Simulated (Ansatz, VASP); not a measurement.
**ScInTeSe in VASP and in Ansatz**

```
Sc In Te Se
1.0
     4.95014    0.00000    0.00000
    -2.47507    4.28695    0.00000
     0.00000    0.00000    5.86131
Sc In Te Se
1 1 1 1
Direct
  0.66667 0.33333 0.00000
  0.33333 0.66667 0.50000
  0.66667 0.33333 0.50000
  0.00000 0.00000 0.00000
```

Alike in both runs: functional PBE; k mesh 3 × 3 × 3; occupations gaussian, width 0.15 eV; no spin polarisation.

Ansatz relaxed the structure, and its values are those at the end. VASP's run is a single point on that final structure, the one shown.

```csv
,VASP,Ansatz
version,VASP 6.6.1,Ansatz 0.2.0
potentials or method,"VASP PAW PBE potentials, release 64 (Sc_sv, In_d, Te, Se), cutoff 500 eV","scalar-relativistic, plane waves, PAW"
valence electrons in the cell,36,56
```

Ansatz gave:

```
gap on the k mesh at the Fermi level (eV) : 0.30
least direct gap on the mesh (eV)         : 0.63
pressure (GPa)                            : -0.2
```

Problem. What did VASP give for the same quantities?

Solution. gap on the k mesh at the Fermi level (eV): 0.30; least direct gap on the mesh (eV): 0.62; pressure (GPa): -0.2.

The functional is the same, so the differences come from potentials, cutoffs and numerics. VASP's potentials hold 36 valence electrons a cell and Ansatz's 56, so a difference there can come from the potentials and not from the codes.

The k mesh is coarse, so the values compare programs but aren't converged. Neither program's run includes spin-orbit coupling.
